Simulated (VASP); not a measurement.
# SnO2 (P2_1/c) in VASP: single point with r2SCAN

Aim: the single point of SnO2 with r2SCAN.

All numbers are computed with VASP 6.6.1; they aren't measurements. Logs are shortened: lines on timing, memory, paths and dates and some standing lists are left out, and cuts for length are marked.

## Step 1: The cell of the first run

Symmetry: P2_1/c, No. 14, monoclinic system. Conventional cell: a = 3.201 Å, b = 4.760 Å, c = 5.617 Å, α = 90.00°, β = 122.13°, γ = 90.00°. Sn (site symmetry -1) has 6 O at 2.03 to 2.10 Å within 2.7 Å. Within 2.7 Å of O (site symmetry 1) lie 3 Sn at 2.03 to 2.10 Å and 1 O at 2.61 Å.

## Step 2: Single point, r2SCAN (strain +0.0450 x Voigt [0, 0, 0, 0, 1, 0])

File POSCAR:

```
SnO2
1.0
    4.7602164794      0.0000000000      0.1071048708
    0.0000000000      4.7602164794      0.0000000000
    0.0720127147      0.0000000000      3.2005650981
Sn O
2 4
Direct
    0.0000000000      0.0000000000      0.0000000000
    0.5000000000      0.5000000000      0.5000000000
    0.3058934983      0.3058934983      0.0000000000
    0.1941065017      0.8058934983      0.5000000000
    0.6941065017      0.6941065017      0.0000000000
    0.8058934983      0.1941065017      0.5000000000
```

File INCAR.step1:

```
SYSTEM = SnO2
  PREC = Accurate
  ENCUT = 520
  ISMEAR = 0
  SIGMA = 0.05
  LREAL = .False.
  LASPH = .True.
  NELM = 100
  NBANDS = 35
  GGA = PE
  ALGO = Normal
  EDIFF = 1E-4
  LWAVE = .True.
  LCHARG = .False.
```

File INCAR.step2:

```
SYSTEM = SnO2
  PREC = Accurate
  ENCUT = 520
  EDIFF = 1E-7
  ISMEAR = 0
  SIGMA = 0.05
  LREAL = .False.
  LASPH = .True.
  NELM = 100
  ALGO = Normal
  ISIF = 2
  LWAVE = .False.
  LCHARG = .True.
  METAGGA = R2SCAN
  LMIXTAU = .True.
  LELF = .True.
  LVHAR = .True.
  NBANDS = 35
  ISTART = 1
```

File KPOINTS:

```
Automatic mesh
0
Gamma
  6 6 8
  0 0 0
```

Potentials or basis: VASP PAW PBE potentials, release 64 (Sn_d, O).

Launch:

```
$ cat potpaw_PBE.64/Sn_d/POTCAR potpaw_PBE.64/O/POTCAR > POTCAR
$ cp INCAR.step1 INCAR
$ mpirun -np 1 vasp_std > vasp.out
$ cp INCAR.step2 INCAR
$ mpirun -np 1 vasp_std > vasp.out
```

OUTCAR:

```text
SYSTEM = SnO2
   PREC = Accurate
   ENCUT = 520
   EDIFF = 1E-7
   ISMEAR = 0
   LREAL = .False.
   LASPH = .True.
   NELM = 100
   ISIF = 2
   METAGGA = R2SCAN
   ISTART = 1

 ion  position               nearest neighbor table
   1  0.000  0.000  0.000-   6 2.03   4 2.03   3 2.06   5 2.06   4 2.10   6 2.10   2 3.68   2 3.68
                             2 3.68   2 3.68
   2  0.500  0.500  0.500-   3 2.03   5 2.03   6 2.06   4 2.06   3 2.10   5 2.10   1 3.68   1 3.68
                             1 3.68   1 3.68
   3  0.306  0.306  0.000-   2 2.03   1 2.06   2 2.10
   4  0.194  0.806  0.500-   1 2.03   2 2.06   1 2.10
   5  0.694  0.694  0.000-   2 2.03   1 2.06   2 2.10
   6  0.806  0.194  0.500-   1 2.03   2 2.06   1 2.10

  LATTYP: Found a simple monoclinic cell.
 ALAT       =     3.2013751386
 B/A-ratio  =     1.4869286707
 C/A-ratio  =     1.4873050019
 COS(beta)  =    -0.0449772303

  Lattice vectors:

 A1 = (   0.0720127147,   0.0000000000,   3.2005650981)
 A2 = (   0.0000000000,   4.7602164794,   0.0000000000)
 A3 = (  -4.7602164794,   0.0000000000,  -0.1071048708)

Analysis of symmetry for initial positions (statically):
=====================================================================
 Subroutine PRICEL returns:
 Original cell was already a primitive cell.

 Routine SETGRP: Setting up the symmetry group for a
 simple monoclinic supercell.

 Subroutine GETGRP returns: Found  4 space group operations
 (whereof  2 operations were pure point group operations)
 out of a pool of  4 trial point group operations.

The static configuration has the point symmetry S_2 .
 The point group associated with its full space group is C_2h.

Analysis of symmetry for dynamics (positions and initial velocities):
=====================================================================
 Subroutine PRICEL returns:
 Original cell was already a primitive cell.

 Routine SETGRP: Setting up the symmetry group for a
 simple monoclinic supercell.

 Subroutine GETGRP returns: Found  4 space group operations
 (whereof  2 operations were pure point group operations)
 out of a pool of  4 trial point group operations.

The dynamic configuration has the point symmetry S_2 .
 The point group associated with its full space group is C_2h.

 Subroutine INISYM returns: Found  4 space group operations
 (whereof  2 operations are pure point group operations),
 and found     1 'primitive' translations

----------------------------------------------------------------------------------------
[... 99 lines left out ...]
   ENCUT  =  520.0 eV  38.22 Ry    6.18 a.u.   8.85  8.85  5.95*2*pi/ulx,y,z
   NELM   =    100;   NELMIN=  2; NELMDL=  0     # of ELM steps
   EDIFF  = 0.1E-06   stopping-criterion for ELM
   LREAL  =      F    real-space projection
   EDIFFG = 0.1E-05   stopping-criterion for IOM
   NSW    =      0    number of steps for IOM
   IBRION =     -1    ionic relax: 0-MD 1-quasi-New 2-CG
   NFREE  =      0    steps in history (QN), initial steepest desc. (CG)
   ISIF   =      2    stress and relaxation
   ISYM   =      2    0-nonsym 1-usesym 2-fastsym
   POTIM  = 0.5000    time-step for ionic-motion
   TEBEG  =    0.0;   TEEND  =   0.0 temperature during run
   PSTRESS=    0.0 pullay stress
   NELECT =      52.0000    total number of electrons
   NUPDOWN=      -1.0000    fix difference up-down
   EMIN   =  10.00;   EMAX   =-10.00  energy-range for DOS
   EFERMI =   0.00;   METHOD = LEGACY
   ISMEAR =     0;   SIGMA  =   0.05  broadening in eV -4-tet -1-fermi 0-gaus
   EFERMI_NEDOS =   21; number of points for ismear=-14 and -15
   IALGO  =     38    algorithm
   IMIX   =      4    mixing-type and parameters
     AMIX     =   0.40;   BMIX     =  1.00
     AMIX_MAG =   1.60;   BMIX_MAG =  1.00
  volume/ion in A,a.u.               =      12.08        81.53
  Fermi-wavevector in a.u.,A,eV,Ry     =   1.465511  2.769415 29.221558  2.147724
  Thomas-Fermi vector in A             =   2.581360
   LORBIT       =      0    0 simple, 1 ext, 2 COOP (PROOUT), +10 PAW based schemes
   METAGGA = R2SCAN    functional components
   LHFCALC =     F    Hartree Fock is set to
   AEXX    =    0.0000 exact exchange contribution
   IVDW    =     0    specifies the selected vdW correction
   LEPSILON=     F    determine dielectric tensor
   LRPA    =     F    only Hartree local field effects (RPA)
 non-spin polarized calculation
 Gauss-broadening in eV      SIGMA  =   0.05
  energy-cutoff  :      520.00
  volume of cell :       72.49
 maximum number of plane-waves:      1974
   NGX = 17   NGY = 17   NGZ = 11

 number of electron      51.9999992 magnetization

 Free energy of the ion-electron system (eV)
  ---------------------------------------------------
  ext. energy  EPLUGINS =         0.00000000
  ---------------------------------------------------
  free energy    TOTEN  =       -84.57375767 eV

  energy without entropy =      -84.57375767  energy(sigma->0) =      -84.57375767

 E-fermi :   5.8758     XC(G=0): -11.9715

 val. band max:        5.5763561579   @ k =   0.0000   0.0000   0.0000
 cond. band min:       7.3691888145   @ k =   0.0000   0.0000   0.0000
 fundamental gap:      1.7928326566
 Fermi energy:         5.8758454443

 k-point     1 :       0.0000    0.0000    0.0000
  band No.  band energies     occupation
      1     -16.1816      2.00000
      2     -15.2766      2.00000
      3     -14.9931      2.00000
      4     -14.9630      2.00000
      5     -14.9387      2.00000
      6     -14.8779      2.00000
[... 901 lines left out ...]
     34      18.5199      0.00000
     35      18.7713      0.00000

 [... further k-points ...]
[... 5 lines left out ...]
  --------------------------------------------------------------------------------------
  -------------------------------------------------------------------------------------
  Total        0.6061289      0.5634449      0.8930590      0.0000000      0.0000000     -2.4678587
  in kB       13.3972420     12.4537997     19.7392476      0.0000000      0.0000000    -54.5469818
  external PRESSURE =      15.1967631 kB  Pullay stress =       0.0000000 kB

 VOLUME and BASIS-vectors are now :
 -----------------------------------------------------------------------------
  energy-cutoff  :      520.00
  volume of cell :       72.49
      direct lattice vectors                 reciprocal lattice vectors
     4.760216479  0.000000000  0.107104871     0.210180884  0.000000000 -0.004729070
     0.000000000  4.760216479  0.000000000     0.000000000  0.210074480  0.000000000
     0.072012715  0.000000000  3.200565098    -0.007033569  0.000000000  0.312603080

 POSITION                                       TOTAL-FORCE (eV/Angst)
 -----------------------------------------------------------------------------------
      0.00000      0.00000      0.00000         0.000000      0.000000     -0.000000
      2.41611      2.38011      1.65383         0.000000      0.000000     -0.000000
      1.45612      1.45612      0.03276        -0.041381     -0.036846      0.250592
      0.96000      3.83623      1.62107         0.041381     -0.036846     -0.250592
      3.30410      3.30410      0.07434         0.041381      0.036846     -0.250592
      3.87223      0.92399      1.68660        -0.041381      0.036846      0.250592
 -----------------------------------------------------------------------------------
    total drift:                                0.000000      0.000000      0.000000

  FREE ENERGIE OF THE ION-ELECTRON SYSTEM (eV)
  ---------------------------------------------------
  free  energy   TOTEN  =       -84.5737576674 eV

  energy  without entropy=      -84.5737576674  energy(sigma->0) =      -84.57375767
```

OUTCAR.step1:

```text
SYSTEM = SnO2
   PREC = Accurate
   ENCUT = 520
   ISMEAR = 0
   LREAL = .False.
   LASPH = .True.
   NELM = 100
[... 1154 lines left out ...]
      0.96000      3.83623      1.62107         0.055076     -0.051389     -0.266838
      3.30410      3.30410      0.07434         0.055076      0.051389     -0.266838
      3.87223      0.92399      1.68660        -0.055076      0.051389      0.266838
 -----------------------------------------------------------------------------------
    total drift:                                0.000000      0.000000      0.000000

  FREE ENERGIE OF THE ION-ELECTRON SYSTEM (eV)
  ---------------------------------------------------
  free  energy   TOTEN  =       -37.1743305765 eV

  energy  without entropy=      -37.1743305765  energy(sigma->0) =      -37.17433058
```

OSZICAR.step1:

```text
N       E                     dE             d eps       ncg     rms          rms(c)
DAV:   1     0.637650110054E+03    0.63765E+03   -0.25626E+04  8096   0.232E+03
DAV:   2     0.573848904495E+02   -0.58027E+03   -0.54761E+03  7824   0.607E+02
DAV:   3    -0.383423119102E+02   -0.95727E+02   -0.93939E+02  7856   0.208E+02
DAV:   4    -0.432825679603E+02   -0.49403E+01   -0.49011E+01  9279   0.507E+01
DAV:   5    -0.434097459452E+02   -0.12718E+00   -0.12700E+00  9009   0.860E+00    0.160E+01
DAV:   6    -0.370874791112E+02    0.63223E+01   -0.17612E+01 11590   0.641E+01    0.622E+00
DAV:   7    -0.372031775096E+02   -0.11570E+00   -0.20531E+00  8356   0.798E+00    0.322E+00
DAV:   8    -0.371807588817E+02    0.22419E-01   -0.17022E-01 10868   0.419E+00    0.752E-01
DAV:   9    -0.371735360337E+02    0.72228E-02   -0.35618E-02 11992   0.301E+00    0.132E-01
DAV:  10    -0.371742119520E+02   -0.67592E-03   -0.39497E-03  9155   0.498E-01    0.545E-02
DAV:  11    -0.371743295829E+02   -0.11763E-03   -0.17736E-04  7410   0.105E-01    0.134E-02
DAV:  12    -0.371743305765E+02   -0.99355E-06   -0.23355E-05  4535   0.443E-02
   1 F= -.37174331E+02 E0= -.37174331E+02  d E =-.352777E-14
```

It took 24 min on 1 thread of Oxide Virtual Turin-like, shared host; peak memory 0.28 GiB.

What came out:

| Item | Value |
| --- | --- |
| Free energy | -84.5738 eV |
| Pressure | 1.5 GPa |
| Largest force | 0.257 eV/Å |
| Band gap on the k mesh | 1.79 eV |

Forces in eV/Å, atoms in the order of the input:
```
Sn   0.000  0.000  0.000
Sn   0.000  0.000  0.000
O   -0.041 -0.037  0.251
O    0.041 -0.037 -0.251
O    0.041  0.037 -0.251
O   -0.041  0.037  0.251
```

Stress tensor (GPa, compression positive):
```
 1.34  0.00 -5.45
 0.00  1.25  0.00
-5.45  0.00  1.97
```

Levels at points of the mesh, in eV from the valence-band top:
```csv
k point,band 23,band 24,band 25,band 26,band 27,band 28,band 29,band 30
"(0.00, 0.00, 0.00)",-1.22,-0.79,-0.77,0.00,1.79,6.81,6.97,7.04
"(0.50, 0.00, 0.00)",-1.18,-1.18,-0.63,-0.63,4.99,4.99,7.77,7.77
"(0.00, 0.50, 0.00)",-1.20,-1.20,-0.61,-0.61,4.99,4.99,7.78,7.78
"(0.50, 0.50, 0.00)",-1.31,-1.31,-0.93,-0.93,5.44,5.44,8.17,8.17
"(0.00, 0.00, 0.50)",-1.68,-1.68,-1.27,-1.27,6.86,6.86,10.44,10.44
"(0.50, 0.00, 0.50)",-1.26,-0.98,-0.81,-0.57,7.12,7.16,8.60,9.06
"(0.00, 0.50, 0.50)",-1.12,-1.12,-0.70,-0.70,7.14,7.14,8.82,8.82
"(0.50, 0.50, 0.50)",-1.02,-1.02,-0.80,-0.80,5.51,5.51,9.62,9.62
```

Caveat: the cell differs from its parent crystal (strain +0.0450 x Voigt [0, 0, 0, 0, 1, 0]); the PAW data sets were made with another functional, which shifts forces and pressure a little; spin-orbit coupling is left out, which moves the levels of the heavy elements.
